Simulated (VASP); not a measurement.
# SnO (Cmce) in VASP: single point with PBEsol

Aim: the single point of SnO with PBEsol.

Program: VASP 6.6.1. These are calculated values, not measurements. Logs are shortened: lines on timing, memory, paths and dates and some standing lists are left out, and cuts for length are marked.

**1. The cell of the first run**

It takes space group Cmce (No. 64, orthorhombic). Conventional cell: a = 5.474 Å, b = 5.476 Å, c = 10.222 Å, α = 90.00°, β = 90.00°, γ = 90.00°. Within 3.0 Å of Sn (site symmetry m) lie 4 O at 2.25 to 2.26 Å. Within 3.0 Å of O (site symmetry 2) lie 4 Sn at 2.25 to 2.26 Å and 4 O at 2.74 Å.

**2. Single point, PBEsol**

The input, INCAR:

```
SYSTEM = SnO
  ALGO = Normal
  EDIFF = 1E-7
  ENCUT = 520
  GGA = PS
  ISIF = 2
  ISMEAR = 0
  LASPH = .TRUE.
  LCHARG = .TRUE.
  LELF = .TRUE.
  LREAL = .FALSE.
  LVHAR = .TRUE.
  LWAVE = .FALSE.
  NBANDS = 50
  NELM = 60
  PREC = Accurate
  SIGMA = 0.1
```

The input, KPOINTS:

```
k-points
0
G
  6 6 2
  0 0 0
```

The input, POSCAR:

```
SnO
1.0
    2.7369120000     -2.7377960000      0.0000000000
    2.7369120000      2.7377960000      0.0000000000
    0.0000000000      0.0000000000     10.2219600000
Sn O
4 4
Direct
    0.7365470000      0.2634530000      0.8638580000
    0.2634530000      0.7365470000      0.1361420000
    0.7634530000      0.2365470000      0.3638580000
    0.2365470000      0.7634530000      0.6361420000
    0.2619440000      0.2380560000      0.2500000000
    0.7380560000      0.7619440000      0.7500000000
    0.2380560000      0.2619440000      0.7500000000
    0.7619440000      0.7380560000      0.2500000000
```

Potentials or basis: VASP PAW PBE potentials, release 64 (Sn_d, O).

The run is started by

```sh
cat potpaw_PBE.64/Sn_d/POTCAR potpaw_PBE.64/O/POTCAR > POTCAR
mpirun -np 1 vasp_std > vasp.out
```

OUTCAR:

```text
SYSTEM = SnO
   EDIFF = 1E-7
   ENCUT = 520
   GGA = PS
   ISIF = 2
   ISMEAR = 0
   LASPH = .TRUE.
   LREAL = .FALSE.
   NELM = 60
   PREC = Accurate

 ion  position               nearest neighbor table
   1  0.737  0.263  0.864-   6 2.25   7 2.25   7 2.26   6 2.26   4 3.59   4 3.59   4 3.59   4 3.59

   2  0.263  0.737  0.136-   5 2.25   8 2.25   5 2.26   8 2.26   3 3.59   3 3.59   3 3.59   3 3.59

   3  0.763  0.237  0.364-   5 2.25   8 2.25   8 2.26   5 2.26   2 3.59   2 3.59   2 3.59   2 3.59

   4  0.237  0.763  0.636-   6 2.25   7 2.25   6 2.26   7 2.26   1 3.59   1 3.59   1 3.59   1 3.59

   5  0.262  0.238  0.250-   2 2.25   3 2.25   3 2.26   2 2.26
   6  0.738  0.762  0.750-   1 2.25   4 2.25   1 2.26   4 2.26
   7  0.238  0.262  0.750-   1 2.25   4 2.25   4 2.26   1 2.26
   8  0.762  0.738  0.250-   2 2.25   3 2.25   2 2.26   3 2.26

  LATTYP: Found a base centered orthorhombic cell.
 ALAT       =     5.4738240000
 B/A-ratio  =     1.0003229918
 C/A-ratio  =     1.8674257704

  Lattice vectors:

 A1 = (   2.7369120000,  -2.7377960000,   0.0000000000)
 A2 = (   2.7369120000,   2.7377960000,   0.0000000000)
 A3 = (   0.0000000000,   0.0000000000,  10.2219600000)

Analysis of symmetry for initial positions (statically):
=====================================================================
 Subroutine PRICEL returns:
 Original cell was already a primitive cell.

 Routine SETGRP: Setting up the symmetry group for a
 base centered orthorhombic supercell.

 Subroutine GETGRP returns: Found  8 space group operations
 (whereof  4 operations were pure point group operations)
 out of a pool of  8 trial point group operations.

The static configuration has the point symmetry C_2h.
 The point group associated with its full space group is D_2h.

Analysis of symmetry for dynamics (positions and initial velocities):
=====================================================================
 Subroutine PRICEL returns:
 Original cell was already a primitive cell.

 Routine SETGRP: Setting up the symmetry group for a
 base centered orthorhombic supercell.

 Subroutine GETGRP returns: Found  8 space group operations
 (whereof  4 operations were pure point group operations)
 out of a pool of  8 trial point group operations.

The dynamic configuration has the point symmetry C_2h.
 The point group associated with its full space group is D_2h.

 Subroutine INISYM returns: Found  8 space group operations
 (whereof  4 operations are pure point group operations),
 and found     1 'primitive' translations

----------------------------------------------------------------------------------------

                                     Primitive cell

  volume of cell :     153.1885

  direct lattice vectors                    reciprocal lattice vectors
     2.736912000 -2.737796000  0.000000000     0.182687642 -0.182628655  0.000000000
     2.736912000  2.737796000  0.000000000     0.182687642  0.182628655  0.000000000
     0.000000000  0.000000000 10.221960000     0.000000000  0.000000000  0.097828596

  length of vectors
     3.871203202  3.871203202 10.221960000     0.258317634  0.258317634  0.097828596

  position of ions in fractional coordinates (direct lattice)
     0.736547000  0.263453000  0.863858000
     0.263453000  0.736547000  0.136142000
     0.763453000  0.236547000  0.363858000
     0.236547000  0.763453000  0.636142000
     0.261944000  0.238056000  0.250000000
     0.738056000  0.761944000  0.750000000
     0.238056000  0.261944000  0.750000000
     0.761944000  0.738056000  0.250000000

  ion indices of the primitive-cell ions
   primitive index   ion index
                 1           1
                 2           2
                 3           3
                 4           4
                 5           5
                 6           6
                 7           7
                 8           8

----------------------------------------------------------------------------------------

 KPOINTS: k-points

Automatic generation of k-mesh.
 Grid dimensions read from file:
 generate k-points for:    6    6    2

 Generating k-lattice:

  Cartesian coordinates                     Fractional coordinates (reciprocal lattice)
     0.030447940 -0.030438109  0.000000000     0.166666667  0.000000000  0.000000000
     0.030447940  0.030438109  0.000000000     0.000000000  0.166666667  0.000000000
     0.000000000  0.000000000  0.048914298     0.000000000  0.000000000  0.500000000

  Length of vectors
     0.043052939  0.043052939  0.048914298

  Shift w.r.t. Gamma in fractional coordinates (k-lattice)
     0.000000000  0.000000000  0.000000000

 Subroutine IBZKPT returns following result:
 ===========================================

 Found     26 irreducible k-points:

 Following reciprocal coordinates:
            Coordinates               Weight
  0.000000  0.000000  0.000000      1.000000
  0.166667  0.000000  0.000000      4.000000
  0.333333  0.000000  0.000000      4.000000
  0.500000  0.000000  0.000000      2.000000
  0.166667  0.166667  0.000000      2.000000
  0.333333  0.166667  0.000000      4.000000
[... 16 lines left out ...]
  0.333333  0.333333  0.500000      2.000000
  0.500000  0.333333  0.500000      4.000000
 [... further k-points ...]
   k-points           NKPTS =     26   k-points in BZ     NKDIM =     26   number of bands    NBANDS=     50
   number of dos      NEDOS =    301   number of ions     NIONS =      8
   total plane-waves  NPLWV =  72000
   dimension x,y,z NGX =    30 NGY =   30 NGZ =   80
   dimension x,y,z NGXF=    60 NGYF=   60 NGZF=  160
   ions per type =               4   4
   NGX,Y,Z   is equivalent  to a cutoff of  12.88, 12.88, 13.01 a.u.
   NGXF,Y,Z  is equivalent  to a cutoff of  25.77, 25.77, 26.02 a.u.
 SYSTEM =  SnO
   PREC   = accura    normal or accurate (medium, high low for compatibility)
   ISTART =      0    job   : 0-new  1-cont  2-samecut
   ICHARG =      2    charge: 1-file 2-atom 10-const
   ISPIN  =      1    spin polarized calculation?
   LNONCOLLINEAR =      F non collinear calculations
   LSORBIT =      F    spin-orbit coupling
   LASPH  =      T    aspherical Exc in radial PAW
   ENCUT  =  520.0 eV  38.22 Ry    6.18 a.u.   7.20  7.20 19.01*2*pi/ulx,y,z
   NELM   =     60;   NELMIN=  2; NELMDL= -5     # of ELM steps
   EDIFF  = 0.1E-06   stopping-criterion for ELM
   LREAL  =      F    real-space projection
   EDIFFG = 0.1E-05   stopping-criterion for IOM
   NSW    =      0    number of steps for IOM
   IBRION =     -1    ionic relax: 0-MD 1-quasi-New 2-CG
   NFREE  =      0    steps in history (QN), initial steepest desc. (CG)
   ISIF   =      2    stress and relaxation
   ISYM   =      2    0-nonsym 1-usesym 2-fastsym
   POTIM  = 0.5000    time-step for ionic-motion
   TEBEG  =    0.0;   TEEND  =   0.0 temperature during run
   PSTRESS=    0.0 pullay stress
   NELECT =      80.0000    total number of electrons
   NUPDOWN=      -1.0000    fix difference up-down
   EMIN   =  10.00;   EMAX   =-10.00  energy-range for DOS
   EFERMI =   0.00;   METHOD = LEGACY
   ISMEAR =     0;   SIGMA  =   0.10  broadening in eV -4-tet -1-fermi 0-gaus
   EFERMI_NEDOS =   21; number of points for ismear=-14 and -15
   IALGO  =     38    algorithm
   IMIX   =      4    mixing-type and parameters
     AMIX     =   0.40;   BMIX     =  1.00
     AMIX_MAG =   1.60;   BMIX_MAG =  1.00
  volume/ion in A,a.u.               =      19.15       129.22
  Fermi-wavevector in a.u.,A,eV,Ry     =   1.318346  2.491313 23.647424  1.738037
  Thomas-Fermi vector in A             =   2.448323
   LORBIT       =      0    0 simple, 1 ext, 2 COOP (PROOUT), +10 PAW based schemes
   GGA     = PS    functional components
   LHFCALC =     F    Hartree Fock is set to
   AEXX    =    0.0000 exact exchange contribution
   IVDW    =     0    specifies the selected vdW correction
   LEPSILON=     F    determine dielectric tensor
   LRPA    =     F    only Hartree local field effects (RPA)
 non-spin polarized calculation
 Gauss-broadening in eV      SIGMA  =   0.10
  energy-cutoff  :      520.00
  volume of cell :      153.19
 maximum number of plane-waves:      4172
 NGX is ok and might be reduce to    30
   NGX = 15   NGY = 15   NGZ = 39

 number of electron      80.0000000 magnetization

 Free energy of the ion-electron system (eV)
  ---------------------------------------------------
  ext. energy  EPLUGINS =         0.00000000
  ---------------------------------------------------
  free energy    TOTEN  =       -48.28267188 eV

  energy without entropy =      -48.28266868  energy(sigma->0) =      -48.28267028

 E-fermi :   6.0941     XC(G=0):  -9.9963

 val. band max:        5.8414048234   @ k =   0.0000   0.0000   0.0000
 cond. band min:       6.3486660599   @ k =   0.5000   0.5000   0.0000
 fundamental gap:      0.5072612365
 Fermi energy:         6.0941107599

 k-point     1 :       0.0000    0.0000    0.0000
  band No.  band energies     occupation
      1     -15.7495      2.00000
      2     -15.7410      2.00000
      3     -15.3978      2.00000
      4     -15.3892      2.00000
      5     -15.3845      2.00000
      6     -15.3837      2.00000
[... 42 lines left out ...]
     49      11.2322      0.00000
     50      11.2612      0.00000

 k-point     2 :       0.1667    0.0000    0.0000
  band No.  band energies     occupation
      1     -15.7361      2.00000
      2     -15.7300      2.00000
      3     -15.4114      2.00000
      4     -15.3982      2.00000
      5     -15.3812      2.00000
      6     -15.3797      2.00000
[... 42 lines left out ...]
     49      10.9447      0.00000
     50      11.4239      0.00000

 k-point     3 :       0.3333    0.0000    0.0000
  band No.  band energies     occupation
      1     -15.6994      2.00000
      2     -15.6977      2.00000
      3     -15.5341      2.00000
      4     -15.5200      2.00000
      5     -15.3823      2.00000
      6     -15.3731      2.00000
[... 42 lines left out ...]
     49      11.5867      0.00000
     50      11.7115      0.00000

 k-point     4 :       0.5000    0.0000    0.0000
  band No.  band energies     occupation
      1     -15.6385      2.00000
      2     -15.6385      2.00000
      3     -15.6304      2.00000
      4     -15.6304      2.00000
      5     -15.3835      2.00000
      6     -15.3835      2.00000
[... 999 lines left out ...]
 k-point    23 :       0.3333    0.3333    0.5000
  band No.  band energies     occupation
      1     -15.6905      2.00000
      2     -15.6905      2.00000
      3     -15.6154      2.00000
      4     -15.6154      2.00000
      5     -15.3651      2.00000
      6     -15.3651      2.00000
[... 42 lines left out ...]
     49      11.4957      0.00000
     50      11.4957      0.00000

 k-point    24 :       0.5000    0.3333    0.5000
  band No.  band energies     occupation
      1     -15.6682      2.00000
      2     -15.6682      2.00000
      3     -15.6678      2.00000
      4     -15.6678      2.00000
      5     -15.3644      2.00000
      6     -15.3644      2.00000
[... 42 lines left out ...]
     49      11.9238      0.00000
     50      11.9340      0.00000

 [... further k-points ...]
[... 5 lines left out ...]
  --------------------------------------------------------------------------------------
  -------------------------------------------------------------------------------------
  Total       -3.9263227     -3.9223358     -3.2517933      0.0000000     -0.0000000      0.0000000
  in kB      -41.0648726    -41.0231745    -34.0100618      0.0000000     -0.0000000      0.0000000
  external PRESSURE =     -38.6993696 kB  Pullay stress =       0.0000000 kB

 VOLUME and BASIS-vectors are now :
 -----------------------------------------------------------------------------
  energy-cutoff  :      520.00
  volume of cell :      153.19
      direct lattice vectors                 reciprocal lattice vectors
     2.736912000 -2.737796000  0.000000000     0.182687642 -0.182628655  0.000000000
     2.736912000  2.737796000  0.000000000     0.182687642  0.182628655  0.000000000
     0.000000000  0.000000000 10.221960000     0.000000000  0.000000000  0.097828596

 POSITION                                       TOTAL-FORCE (eV/Angst)
 -----------------------------------------------------------------------------------
      2.73691     -1.29523      8.83032         0.000000     -0.043475     -0.305860
      2.73691      1.29523      1.39164         0.000000      0.043475      0.305860
      2.73691     -1.44256      3.71934         0.000000      0.043475     -0.305860
      2.73691      1.44256      6.50262         0.000000     -0.043475      0.305860
      1.36846     -0.06540      2.55549         0.000000     -0.000023      0.000000
      4.10537      0.06540      7.66647         0.000000      0.000023      0.000000
      1.36846      0.06540      7.66647         0.000000      0.000023      0.000000
      4.10537     -0.06540      2.55549         0.000000     -0.000023      0.000000
 -----------------------------------------------------------------------------------
    total drift:                                0.000000     -0.000000      0.000000

  FREE ENERGIE OF THE ION-ELECTRON SYSTEM (eV)
  ---------------------------------------------------
  free  energy   TOTEN  =       -48.2826718803 eV

  energy  without entropy=      -48.2826686792  energy(sigma->0) =      -48.28267028
```

It took 6.3 min on 1 thread of Intel Xeon 8259CL, shared host; peak memory 0.35 GiB.

What came out:

| Item | Value |
| --- | --- |
| Free energy | -48.2827 eV |
| Pressure | -3.9 GPa |
| Largest force | 0.309 eV/Å |
| Band gap on the k mesh | 0.51 eV |

Forces in eV/Å, atoms in the order of the input:
```
Sn   0.000 -0.043 -0.306
Sn   0.000  0.043  0.306
Sn   0.000  0.043 -0.306
Sn   0.000 -0.043  0.306
O    0.000  0.000  0.000
O    0.000  0.000  0.000
O    0.000  0.000  0.000
O    0.000  0.000  0.000
```

Stress tensor (GPa, compression positive):
```
-4.11  0.00  0.00
 0.00 -4.10  0.00
 0.00  0.00 -3.40
```

Levels at points of the mesh, in eV from the valence-band top:
```tsv
k point	band 36	band 37	band 38	band 39	band 40	band 41	band 42	band 43	band 44	band 45
(0.00, 0.00, 0.00)	-2.84	-2.83	-2.82	-1.91	0.00	1.63	1.83	3.32	3.32	3.73
(0.50, 0.00, 0.00)	-4.41	-2.31	-2.31	-1.49	-1.49	2.39	2.39	2.98	2.98	5.53
(0.50, 0.50, 0.00)	-2.18	-2.18	-2.18	-1.74	-1.71	0.51	0.53	2.62	2.63	3.58
(0.00, 0.00, 0.50)	-2.84	-2.83	-2.83	-0.68	-0.68	1.60	1.60	3.82	3.82	3.82
(0.50, 0.00, 0.50)	-4.42	-1.98	-1.98	-1.78	-1.78	2.59	2.59	2.76	2.76	5.63
(0.50, 0.50, 0.50)	-2.18	-2.05	-2.05	-2.02	-2.02	1.24	1.24	1.26	1.26	4.91
```

Caveat: the cell stands under tension; the PAW data sets were made with another functional, which shifts forces and pressure a little; spin-orbit coupling is left out, which moves the levels of the heavy elements.
